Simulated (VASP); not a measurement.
# HRh6: single point with PBE

The system is HRh6, a slab with vacuum.

```
Rh H
1.0
     5.41634    0.00000    0.00000
     0.00000    5.41634    0.00000
     0.00000    0.00000   21.67374
Rh H
12 2
Direct
  0.25000 0.25000 0.18456
  0.25000 0.75000 0.18456
  0.75000 0.25000 0.18456
  0.75000 0.75000 0.18456
  0.00000 0.00000 0.26938
  0.00000 0.50000 0.26938
  0.50000 0.00000 0.26938
  0.50000 0.50000 0.26938
  0.25000 0.25000 0.35406
  0.25000 0.75000 0.35406
  0.75000 0.25000 0.35406
  0.75000 0.75000 0.35406
  0.39098 0.50000 0.49247
  0.60902 0.50000 0.49247
```

```json
{
 "Program": "VASP 6.6.1",
 "Task": "single point",
 "Functional": "PBE",
 "Potentials or basis": "VASP PAW PBE potentials, release 64 (Rh_pv, H)",
 "Cutoff": "520 eV",
 "k mesh": "5 × 5 × 1",
 "Occupations": "gaussian, width 0.1 eV",
 "Spin": "no spin polarisation",
 "Dipole correction": "yes",
 "Further INCAR settings": "ALGO = Normal; EDIFF = 1e-07; NBANDS = 104"
}
```

| Quantity | Value |
| --- | --- |
| Largest force | 4.480 eV/Å |
| Band gap on the k mesh | zero (bands 91 and 92 overlap by 0.70 eV) |

Forces on the atoms (eV/Å):
```
Rh  -0.007 -0.002  0.040
Rh  -0.007  0.002  0.040
Rh   0.007 -0.002  0.040
Rh   0.007  0.002  0.040
Rh   0.000  0.000 -0.024
Rh   0.000  0.000 -0.057
Rh   0.000  0.000 -0.047
Rh   0.000  0.000 -0.031
Rh  -0.013 -0.001  0.013
Rh  -0.013  0.001  0.013
Rh   0.013 -0.001  0.013
Rh   0.013  0.001  0.013
H    4.479  0.000 -0.026
H   -4.479  0.000 -0.026
```

Levels at points of the mesh, in eV from the Fermi level:
```csv
k point,band 86,band 87,band 88,band 89,band 90,band 91,band 92,band 93,band 94,band 95
"(0.00, 0.00, 0.00)",0.09,0.10,0.22,0.30,0.35,0.35,0.54,0.56,0.56,0.65
```

Run time: 19 min on 1 thread of Intel(R) Xeon(R) 6975P-C (Granite Rapids) (shared host), peak memory 0.76 GiB.
